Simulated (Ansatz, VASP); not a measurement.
## Os: VASP beside Ansatz

File POSCAR:

```
Os
1.0
    2.0622585485     -3.4951457981      0.0000000000
    2.0622585485      3.4951457981      0.0000000000
    0.0000000000      0.0000000000      4.1300034079
Os
4
Direct
    0.1525000000      0.8475000000      0.0785000000
    0.6525000000      0.3475000000      0.4215000000
    0.8475000000      0.1525000000      0.9215000000
    0.3475000000      0.6525000000      0.5785000000
```

INCAR.step1

```
SYSTEM = Os
  PREC = Accurate
  ENCUT = 550
  ISMEAR = 0
  SIGMA = 0.1
  LREAL = .False.
  LASPH = .True.
  NELM = 120
  NBANDS = 40
  GGA = PE
  ALGO = Normal
  EDIFF = 1E-5
  LWAVE = .True.
  LCHARG = .False.
  GGA_COMPAT = .False.
```

INCAR.step2

```
SYSTEM = Os
  PREC = Accurate
  ENCUT = 550
  EDIFF = 1E-6
  ISMEAR = 0
  SIGMA = 0.1
  LREAL = .False.
  LASPH = .True.
  NELM = 120
  ALGO = Normal
  ISIF = 2
  LWAVE = .False.
  LCHARG = .True.
  METAGGA = R2SCAN
  LMIXTAU = .True.
  LELF = .True.
  LVHAR = .True.
  NBANDS = 40
  ISTART = 1
  GGA_COMPAT = .False.
```

File KPOINTS:

```
Automatic mesh
0
Gamma
  6 6 4
  0 0 0
```

Input for Ansatz:

```yaml
crystal:
  lattice:
    - [2.0622585485, -3.4951457981, 0.0]
    - [2.0622585485, 3.4951457981, 0.0]
    - [0.0, 0.0, 4.1300034079]
  atoms:
    - { symbol: Os, position: [0.1525, 0.8475, 0.0785] }
    - { symbol: Os, position: [0.6525, 0.3475, 0.4215] }
    - { symbol: Os, position: [0.8475, 0.1525, 0.9215] }
    - { symbol: Os, position: [0.3475, 0.6525, 0.5785] }
basis:
  ecutwfc: 500
kpoints:
  mp_grid: { grid: [6, 6, 4] }
hamiltonian:
  xc: r2scan
scf:
  occupations: { method: gaussian, width: 0.1 }
  lower_state_search: "off"
output:
  forces: true
  stress: true
  eigenvalues: true
```

Alike in both runs: task single point; functional r2SCAN; k mesh 6 × 6 × 4; occupations gaussian, width 0.1 eV; no spin polarisation.

```csv
,VASP,Ansatz
version,VASP 6.6.1,Ansatz 0.2.0
potentials or method,"VASP PAW PBE potentials, release 64 (Os_sv_GW), cutoff 550 eV","scalar-relativistic, plane waves, PAW"
valence electrons in the cell,64,64
```

|  | VASP | Ansatz | Ansatz less VASP |
| --- | --- | --- | --- |
| gap on the k mesh at the Fermi level (eV) | none | none | - |
| rms of the force components (eV/Å) | 0.348 | 0.335 | -0.0135 |

VASP's potentials were made for PBE, not for r2SCAN. Atom by atom the forces differ by 0.055 eV/Å (rms over components). A gap of «none» marks a metal or a gap that the smearing closes. With one functional, cell and mesh, what is left measures potentials, basis and numerics.

The k mesh is coarse, so the values compare programs but aren't converged. Spin-orbit coupling is off throughout.
